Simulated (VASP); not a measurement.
Set up this calculation in VASP 6.6.1, as the native input.

```yaml
Task: single point
Functional: HSE06
Potentials_or_basis: VASP PAW PBE potentials, release 64 (B, Bi_d)
Cutoff: 520 eV
k_mesh: 6 × 6 × 6
Occupations: gaussian, width 0.01 eV
Spin: no spin polarisation
Dipole_correction: no
Grid_for_exact_exchange_PRECFOCK: Normal
Further_INCAR_settings: ALGO = Normal; EDIFF = 1e-06; NBANDS = 16
Screening_parameter: 0.2079 1/Å
```

The system is BiB.

```
CELL_PARAMETERS angstrom
0.00000 2.74487 2.74487
2.74487 0.00000 2.74487
2.74487 2.74487 0.00000
ATOMIC_POSITIONS crystal
B 0.00000 0.00000 0.00000
Bi 0.25000 0.25000 0.25000
```

One way to write it, as run:

POSCAR

```
BiB
1.0
    0.0000000000      2.7448744764      2.7448744764
    2.7448744764      0.0000000000      2.7448744764
    2.7448744764      2.7448744764      0.0000000000
B Bi
1 1
Direct
    0.0000000000      0.0000000000      0.0000000000
    0.2500000000      0.2500000000      0.2500000000
```

INCAR.step1

```
SYSTEM = BiB
PREC = Accurate
ENCUT = 520
EDIFF = 1E-5
ISMEAR = 0
SIGMA = 0.01
LREAL = .FALSE.
LASPH = .TRUE.
NELM = 100
ALGO = Normal
ISIF = 2
LWAVE = .TRUE.
LCHARG = .FALSE.
GGA = PE
NBANDS = 16
```

INCAR.step2

```
SYSTEM = BiB
PREC = Accurate
ENCUT = 520
EDIFF = 1E-6
ISMEAR = 0
SIGMA = 0.01
LREAL = .FALSE.
LASPH = .TRUE.
NELM = 100
ALGO = Normal
ISIF = 2
LWAVE = .FALSE.
LCHARG = .FALSE.
GGA = PE
LHFCALC = .TRUE.
HFSCREEN = 0.2079
PRECFOCK = Normal
ISTART = 1
NBANDS = 16
```

KPOINTS

```
regular mesh
0
G
  6 6 6
  0 0 0
```

Potentials or basis: VASP PAW PBE potentials, release 64 (B, Bi_d).

Command:

```sh
$ cat potpaw_PBE.64/B/POTCAR potpaw_PBE.64/Bi_d/POTCAR > POTCAR
$ cp INCAR.step1 INCAR
$ mpirun -np 1 vasp_std > vasp.out
$ cp INCAR.step2 INCAR
$ mpirun -np 1 vasp_std > vasp.out
```

Results of the run:

- Pressure: -1.8 GPa
- Band gap on the k mesh: 0.90 eV, direct

Caveat: the PAW data sets were made with another functional, which shifts forces and pressure a little; spin-orbit coupling is left out, which moves the levels of the heavy elements.

Wall time 54 min on 1 thread of Intel(R) Xeon(R) Platinum 8488C (Sapphire Rapids) (shared host), peak memory 0.29 GiB.
